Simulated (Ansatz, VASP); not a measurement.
## One calculation of Ru, two programs

File INCAR:

```
PREC     = Accurate       # precision mode
ENCUT    = 520            # plane-wave cutoff, eV
EDIFF    = 1E-6           # SCF threshold, eV
ISMEAR   = -1             # smearing method
SIGMA    = 0.1            # smearing width, eV
LREAL    = F              # projectors in reciprocal space
LASPH    = T              # aspherical terms in the spheres
NELM     = 80             # most SCF steps
ALGO     = Normal         # electronic algorithm
ISIF     = 2              # what is computed and relaxed
LWAVE    = F              # write WAVECAR
LCHARG   = T              # write CHGCAR
LDIPOL   = T            
IDIPOL   = 3            
DIPOL    = 0.5 0.5 0.500
GGA      = CA             # functional
LELF     = T              # ELF
LVHAR    = T            
LVACPOTAV= T            
NBANDS   = 43             # bands
```

KPOINTS

```
Automatic mesh
0
Gamma
  14 14 1
```

File POSCAR:

```
Ru
1.0
    2.6752522144      0.0000000000      0.0000000000
   -1.3376261072      2.3168363792      0.0000000000
    0.0000000000      0.0000000000     24.4488000000
Ru
5
Direct
    0.0000000000      0.0000000000      0.3272140670
    0.3333333340      0.6666666660      0.4136070336
    0.0000000000      0.0000000000      0.4999999997
    0.3333333340      0.6666666660      0.5863929664
    0.0000000000      0.0000000000      0.6727859330
```

Input for Ansatz:

```yaml
crystal:
  lattice:
    - [2.6752522144, 0.0, 0.0]
    - [-1.3376261072, 2.3168363792, 0.0]
    - [0.0, 0.0, 24.4488]
  atoms:
    - { symbol: Ru, position: [0.0, 0.0, 0.327214067] }
    - { symbol: Ru, position: [0.333333334, 0.666666666, 0.4136070336] }
    - { symbol: Ru, position: [0.0, 0.0, 0.4999999997] }
    - { symbol: Ru, position: [0.333333334, 0.666666666, 0.5863929664] }
    - { symbol: Ru, position: [0.0, 0.0, 0.672785933] }
kpoints:
  mp_grid: { grid: [14, 14, 1] }
scf:
  occupations: { method: fermi_dirac, width: 0.1 }
hamiltonian:
  xc: lda
  pseudopotentials: { kind: all_electron, lapw: { basis_error: 0.001 } }
output:
  forces: true
  stress: true
  eigenvalues: true
  populations: true
  dos: { projected: true, de: 0.2, e_range: [-14, 8] }
efield:
  axis: 3
  amplitude: 0
  dipole_correction: true
```

Alike in both runs: task single point; functional LDA; k mesh 14 × 14 × 1; occupations fermi-dirac, width 0.1 eV; no spin polarisation.

|  | VASP | Ansatz |
| --- | --- | --- |
| version | VASP 6.6.1 | Ansatz 0.2.0 |
| potentials or method | VASP PAW LDA potentials, release 64 (Ru_pv), cutoff 520 eV | all-electron LAPW, scalar-relativistic |

Ansatz gave:

```
rms of the force components (eV/Å) : 0.399
```

Estimate VASP's values.

rms of the force components (eV/Å): 0.387.

LDA's correlation is that of Perdew and Zunger in VASP and of Perdew and Wang (1992) in Ansatz. Atom by atom the forces differ by 0.017 eV/Å (rms over components). Ansatz ran all-electron here, and VASP with PAW potentials.
